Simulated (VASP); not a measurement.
# MoPb (L10 type) (P4/mmm) in VASP: electric field gradients with r2SCAN

Aim: the electric field gradients of MoPb (L10 type) with r2SCAN.

Program: VASP 6.6.1. These are calculated values, not measurements. Logs are shortened: lines on timing, memory, paths and dates and some standing lists are left out, and cuts for length are marked.

**1. The cell of the first run**

The typed cell holds 2 atoms: a = 3.339 Å, b = 3.339 Å, c = 3.346 Å, α = 90.00°, β = 90.00°, γ = 90.00°.

**2. Electric field gradients, r2SCAN (18.65 Å³/atom)**

Input file POSCAR:

```
MoPb
1.0
    3.3387662467      0.0000000000      0.0000000000
    0.0000000000      3.3387662467      0.0000000000
    0.0000000000      0.0000000000      3.3464515095
Mo Pb
1 1
Direct
    0.0000000000      0.0000000000      0.0000000000
    0.5000000000      0.5000000000      0.5000000000
```

Input file INCAR.step1:

```
ALGO = Normal ; EDIFF = 1E-4
ENCUT = 520 ; GGA = PE
ISMEAR = -1 ; LASPH = T
LCHARG = F ; LREAL = F
LWAVE = T ; NBANDS = 21
NELM = 60 ; PREC = Accurate
SIGMA = 0.05
```

Input file INCAR.step2:

```
ALGO = Normal ; EDIFF = 1E-8
ENCUT = 520 ; ISIF = 2
ISMEAR = -1 ; ISTART = 1
LASPH = T ; LCHARG = F
LEFG = T ; LMIXTAU = T
LREAL = F ; LWAVE = F
METAGGA = R2SCAN ; NBANDS = 21
NELM = 60 ; PREC = Accurate
SIGMA = 0.05
```

Input file KPOINTS:

```
k-points
0
Gamma
  11 11 8
```

Potentials or basis: VASP PAW PBE potentials, release 64 (Mo_sv, Pb_d).

Command:

```console
$ cat potpaw_PBE.64/Mo_sv/POTCAR potpaw_PBE.64/Pb_d/POTCAR > POTCAR
$ cp INCAR.step1 INCAR
$ mpirun -np 1 vasp_std > vasp.out
$ cp INCAR.step2 INCAR
$ mpirun -np 1 vasp_std > vasp.out
```

OUTCAR:

```text
EDIFF = 1E-8
   ENCUT = 520
   ISIF = 2
   ISMEAR = -1
   ISTART = 1
   LASPH = T
   LREAL = F
   METAGGA = R2SCAN
   NELM = 60
   PREC = Accurate

 ion  position               nearest neighbor table
   1  0.000  0.000  0.000-   2 2.89   2 2.89   2 2.89   2 2.89   2 2.89   2 2.89   2 2.89   2 2.89

   2  0.500  0.500  0.500-   1 2.89   1 2.89   1 2.89   1 2.89   1 2.89   1 2.89   1 2.89   1 2.89

  LATTYP: Found a simple tetragonal cell.
 ALAT       =     3.3387662467
 C/A-ratio  =     1.0023018272

  Lattice vectors:

 A1 = (   3.3387662467,   0.0000000000,   0.0000000000)
 A2 = (   0.0000000000,   3.3387662467,   0.0000000000)
 A3 = (   0.0000000000,   0.0000000000,   3.3464515095)

Analysis of symmetry for initial positions (statically):
=====================================================================
 Subroutine PRICEL returns:
 Original cell was already a primitive cell.

 Routine SETGRP: Setting up the symmetry group for a
 simple tetragonal supercell.

 Subroutine GETGRP returns: Found 16 space group operations
 (whereof 16 operations were pure point group operations)
 out of a pool of 16 trial point group operations.

The static configuration has the point symmetry D_4h.

Analysis of symmetry for dynamics (positions and initial velocities):
=====================================================================
 Subroutine PRICEL returns:
 Original cell was already a primitive cell.

 Routine SETGRP: Setting up the symmetry group for a
 simple tetragonal supercell.

 Subroutine GETGRP returns: Found 16 space group operations
 (whereof 16 operations were pure point group operations)
 out of a pool of 16 trial point group operations.

The dynamic configuration has the point symmetry D_4h.

 Subroutine INISYM returns: Found 16 space group operations
 (whereof 16 operations are pure point group operations),
 and found     1 'primitive' translations

----------------------------------------------------------------------------------------

                                     Primitive cell

  volume of cell :      37.3041

  direct lattice vectors                    reciprocal lattice vectors
     3.338766247  0.000000000  0.000000000     0.299511833  0.000000000  0.000000000
     0.000000000  3.338766247  0.000000000     0.000000000  0.299511833  0.000000000
     0.000000000  0.000000000  3.346451510     0.000000000  0.000000000  0.298823992

  length of vectors
     3.338766247  3.338766247  3.346451510     0.299511833  0.299511833  0.298823992

  position of ions in fractional coordinates (direct lattice)
     0.000000000  0.000000000  0.000000000
     0.500000000  0.500000000  0.500000000

  ion indices of the primitive-cell ions
   primitive index   ion index
                 1           1
                 2           2

----------------------------------------------------------------------------------------

 KPOINTS: k-points

Automatic generation of k-mesh.
 Grid dimensions read from file:
 generate k-points for:   11   11    8

 Generating k-lattice:

  Cartesian coordinates                     Fractional coordinates (reciprocal lattice)
     0.027228348  0.000000000  0.000000000     0.090909091  0.000000000  0.000000000
     0.000000000  0.027228348  0.000000000     0.000000000  0.090909091  0.000000000
     0.000000000  0.000000000  0.037352999     0.000000000  0.000000000  0.125000000

  Length of vectors
     0.027228348  0.027228348  0.037352999

  Shift w.r.t. Gamma in fractional coordinates (k-lattice)
     0.000000000  0.000000000  0.000000000

 Subroutine IBZKPT returns following result:
 ===========================================

 Found    105 irreducible k-points:

 Following reciprocal coordinates:
            Coordinates               Weight
  0.000000  0.000000  0.000000      1.000000
  0.090909  0.000000  0.000000      4.000000
  0.181818  0.000000  0.000000      4.000000
  0.272727  0.000000  0.000000      4.000000
  0.363636  0.000000  0.000000      4.000000
  0.454545  0.000000  0.000000      4.000000
[... 16 lines left out ...]
  0.090909  0.000000  0.125000      8.000000
  0.181818  0.000000  0.125000      8.000000
 [... further k-points ...]
   k-points           NKPTS =    105   k-points in BZ     NKDIM =    105   number of bands    NBANDS=     21
   number of dos      NEDOS =    301   number of ions     NIONS =      2
   total plane-waves  NPLWV =  21952
   dimension x,y,z NGX =    28 NGY =   28 NGZ =   28
   dimension x,y,z NGXF=    56 NGYF=   56 NGZF=   56
   ions per type =               1   1
   NGX,Y,Z   is equivalent  to a cutoff of  13.94, 13.94, 13.91 a.u.
   NGXF,Y,Z  is equivalent  to a cutoff of  27.88, 27.88, 27.82 a.u.
 SYSTEM =  unknown system
   PREC   = accura    normal or accurate (medium, high low for compatibility)
   ISTART =      1    job   : 0-new  1-cont  2-samecut
   ICHARG =      0    charge: 1-file 2-atom 10-const
   ISPIN  =      1    spin polarized calculation?
   LNONCOLLINEAR =      F non collinear calculations
   LSORBIT =      F    spin-orbit coupling
   LASPH  =      T    aspherical Exc in radial PAW
   ENCUT  =  520.0 eV  38.22 Ry    6.18 a.u.   6.21  6.21  6.22*2*pi/ulx,y,z
   NELM   =     60;   NELMIN=  2; NELMDL=  0     # of ELM steps
   EDIFF  = 0.1E-07   stopping-criterion for ELM
   LREAL  =      F    real-space projection
   EDIFFG = 0.1E-06   stopping-criterion for IOM
   NSW    =      0    number of steps for IOM
   IBRION =     -1    ionic relax: 0-MD 1-quasi-New 2-CG
   NFREE  =      0    steps in history (QN), initial steepest desc. (CG)
   ISIF   =      2    stress and relaxation
   ISYM   =      2    0-nonsym 1-usesym 2-fastsym
   POTIM  = 0.5000    time-step for ionic-motion
   TEBEG  =    0.0;   TEEND  =   0.0 temperature during run
   PSTRESS=    0.0 pullay stress
   NELECT =      28.0000    total number of electrons
   NUPDOWN=      -1.0000    fix difference up-down
   EMIN   =  10.00;   EMAX   =-10.00  energy-range for DOS
   EFERMI =   0.00;   METHOD = LEGACY
   ISMEAR =    -1;   SIGMA  =   0.05  broadening in eV -4-tet -1-fermi 0-gaus
   EFERMI_NEDOS =   21; number of points for ismear=-14 and -15
   IALGO  =     38    algorithm
   IMIX   =      4    mixing-type and parameters
     AMIX     =   0.40;   BMIX     =  1.00
     AMIX_MAG =   1.60;   BMIX_MAG =  1.00
  volume/ion in A,a.u.               =      18.65       125.87
  Fermi-wavevector in a.u.,A,eV,Ry     =   1.487791  2.811518 30.116804  2.213523
  Thomas-Fermi vector in A             =   2.600907
   LORBIT       =      0    0 simple, 1 ext, 2 COOP (PROOUT), +10 PAW based schemes
   METAGGA = R2SCAN    functional components
   LHFCALC =     F    Hartree Fock is set to
   AEXX    =    0.0000 exact exchange contribution
   IVDW    =     0    specifies the selected vdW correction
   LEPSILON=     F    determine dielectric tensor
   LRPA    =     F    only Hartree local field effects (RPA)
 non-spin polarized calculation
  energy-cutoff  :      520.00
  volume of cell :       37.30
 maximum number of plane-waves:      1021
 NGX is ok and might be reduce to    28
   NGX = 13   NGY = 13   NGZ = 13

 number of electron      28.0000008 magnetization

 Free energy of the ion-electron system (eV)
  ---------------------------------------------------
  ext. energy  EPLUGINS =         0.00000000
  ---------------------------------------------------
  free energy    TOTEN  =       -80.49632397 eV

  energy without entropy =      -80.47305701  energy(sigma->0) =      -80.48469049

 E-fermi :  11.7031     XC(G=0): -13.6945

 val. band max:       11.6968858332   @ k =   0.0909   0.0000   0.1250
 cond. band min:      11.7061030351   @ k =   0.4545   0.3636   0.2500
 fundamental gap:      0.0092172019
 Fermi energy:        11.7031398948

 k-point     1 :       0.0000    0.0000    0.0000
  band No.  band energies     occupation
      1     -51.0797      2.00000
      2     -24.4277      2.00000
      3     -24.4167      2.00000
      4     -24.4167      2.00000
      5      -6.0982      2.00000
      6      -6.0928      2.00000
[... 13 lines left out ...]
     20      23.9967      0.00000
     21      24.0123      0.00000

 k-point     2 :       0.0909    0.0000    0.0000
  band No.  band energies     occupation
      1     -51.0787      2.00000
      2     -24.4310      2.00000
      3     -24.4268      2.00000
      4     -24.4159      2.00000
      5      -6.0897      2.00000
      6      -6.0629      2.00000
[... 13 lines left out ...]
     20      23.4469      0.00000
     21      24.3253      0.00000

 k-point     3 :       0.1818    0.0000    0.0000
  band No.  band energies     occupation
      1     -51.0763      2.00000
      2     -24.4691      2.00000
      3     -24.4245      2.00000
      4     -24.4135      2.00000
      5      -6.0768      2.00000
      6      -5.9728      2.00000
[... 13 lines left out ...]
     20      22.5413      0.00000
     21      25.5341      0.00000

 k-point     4 :       0.2727    0.0000    0.0000
  band No.  band energies     occupation
      1     -51.0730      2.00000
      2     -24.5186      2.00000
      3     -24.4214      2.00000
      4     -24.4104      2.00000
      5      -6.0600      2.00000
      6      -5.8555      2.00000
[... 13 lines left out ...]
     20      21.7373      0.00000
     21      26.1662      0.00000

 k-point     5 :       0.3636    0.0000    0.0000
  band No.  band energies     occupation
      1     -51.0701      2.00000
      2     -24.5637      2.00000
      3     -24.4186      2.00000
      4     -24.4076      2.00000
      5      -6.0445      2.00000
      6      -5.7485      2.00000
[... 13 lines left out ...]
     20      21.1615      0.00000
     21      24.4583      0.00000
[... 382 lines left out ...]
     20      21.8606      0.00000
     21      21.9272      0.00000

 k-point    22 :       0.0000    0.0000    0.1250
  band No.  band energies     occupation
      1     -51.0780      2.00000
      2     -24.4535      2.00000
      3     -24.4152      2.00000
      4     -24.4152      2.00000
      5      -6.0896      2.00000
      6      -6.0318      2.00000
[... 13 lines left out ...]
     20      23.1103      0.00000
     21      24.6187      0.00000

 k-point    23 :       0.0909    0.0000    0.1250
  band No.  band energies     occupation
      1     -51.0771      2.00000
      2     -24.4525      2.00000
      3     -24.4291      2.00000
      4     -24.4142      2.00000
      5      -6.0673      2.00000
      6      -6.0159      2.00000
[... 13 lines left out ...]
     20      23.2911      0.00000
     21      24.2659      0.00000

 k-point    24 :       0.1818    0.0000    0.1250
  band No.  band energies     occupation
      1     -51.0747      2.00000
      2     -24.4672      2.00000
      3     -24.4489      2.00000
      4     -24.4116      2.00000
      5      -6.0394      2.00000
      6      -5.9419      2.00000
[... 13 lines left out ...]
     20      23.2983      0.00000
     21      24.6872      0.00000

 [... further k-points ...]
[... 5 lines left out ...]
  --------------------------------------------------------------------------------------
  -------------------------------------------------------------------------------------
  Total        1.6622266      1.6622266      1.6137345      0.0000000      0.0000000      0.0000000
  in kB       71.3911266     71.3911266     69.3084350      0.0000000      0.0000000      0.0000000
  external PRESSURE =      70.6968961 kB  Pullay stress =       0.0000000 kB

 VOLUME and BASIS-vectors are now :
 -----------------------------------------------------------------------------
  energy-cutoff  :      520.00
  volume of cell :       37.30
      direct lattice vectors                 reciprocal lattice vectors
     3.338766247  0.000000000  0.000000000     0.299511833  0.000000000  0.000000000
     0.000000000  3.338766247  0.000000000     0.000000000  0.299511833  0.000000000
     0.000000000  0.000000000  3.346451510     0.000000000  0.000000000  0.298823992

 POSITION                                       TOTAL-FORCE (eV/Angst)
 -----------------------------------------------------------------------------------
      0.00000      0.00000      0.00000         0.000000      0.000000      0.000000
      1.66938      1.66938      1.67323         0.000000      0.000000      0.000000
 -----------------------------------------------------------------------------------
    total drift:                                0.000000      0.000000      0.000000

  FREE ENERGIE OF THE ION-ELECTRON SYSTEM (eV)
  ---------------------------------------------------
  free  energy   TOTEN  =       -80.4963239748 eV

  energy  without entropy=      -80.4730570091  energy(sigma->0) =      -80.48469049

 Electric field gradients (V/A^2)
---------------------------------------------------------------------
 ion       V_xx      V_yy      V_zz      V_xy      V_xz      V_yz
---------------------------------------------------------------------
   1      -2.230    -2.230     4.460    -0.000    -0.000     0.000
   2       1.122     1.122    -2.245    -0.000    -0.000     0.000
---------------------------------------------------------------------

 Electric field gradients after diagonalization (V/A^2)
 (convention: |V_zz| > |V_xx| > |V_yy|)
----------------------------------------------------------------------
 ion       V_xx      V_yy      V_zz     asymmetry (V_yy - V_xx)/ V_zz
----------------------------------------------------------------------
   1      -2.230    -2.230     4.460       0.000
   2       1.122     1.122    -2.245       0.000
----------------------------------------------------------------------

           NMR quadrupolar parameters

 Cq : quadrupolar parameter    Cq=e*Q*V_zz/h
 eta: asymmetry parameters     (V_yy - V_xx)/ V_zz
 Q  : nuclear electric quadrupole moment in mb (millibarn)
----------------------------------------------------------------------
 ion       Cq(MHz)       eta       Q (mb)
----------------------------------------------------------------------
   1       0.011       0.000       1.000
   2      -0.005       0.000       1.000
----------------------------------------------------------------------
```

It took 4.4 min on 1 thread of Intel Xeon Platinum 8259CL at 2.50GHz (Skylake/Cascade Lake), shared host; peak memory 0.23 GiB.

What came out:

| Quantity | Value |
| --- | --- |
| Free energy | -80.4963 eV |
| Pressure | 7.1 GPa |
| Band gap on the k mesh | zero (bands 14 and 15 overlap by 2.27 eV) |
| Largest electric field gradient by atom | Mo +4.5; Pb -2.2 V/Å² |

Stress tensor (GPa, compression positive):
```
7.14 0.00 0.00
0.00 7.14 0.00
0.00 0.00 6.93
```

Levels at points of the mesh, in eV from the Fermi level:
| k point | band 11 | band 12 | band 13 | band 14 | band 15 | band 16 | band 17 | band 18 |
| --- | --- | --- | --- | --- | --- | --- | --- | --- |
| (0.00, 0.00, 0.00) | -2.43 | -2.43 | 0.84 | 0.84 | 0.86 | 2.91 | 2.97 | 2.97 |
| (0.00, 0.00, 0.50) | -6.71 | -2.42 | -1.67 | -1.67 | 0.68 | 2.10 | 9.02 | 9.13 |

Electric field gradients, principal values (V/Å²):
```
atom   least  middle  greatest (by size)
1 Mo  -2.230  -2.230               4.460
2 Pb   1.122   1.122              -2.245
```

Caveat: the cell stands under pressure; without QUAD_EFG the Cq values of the log hold for a quadrupole moment of 1 mb, not for the nuclei; the PAW data sets were made with another functional, which shifts forces and pressure a little; spin-orbit coupling is left out, which moves the levels of the heavy elements.
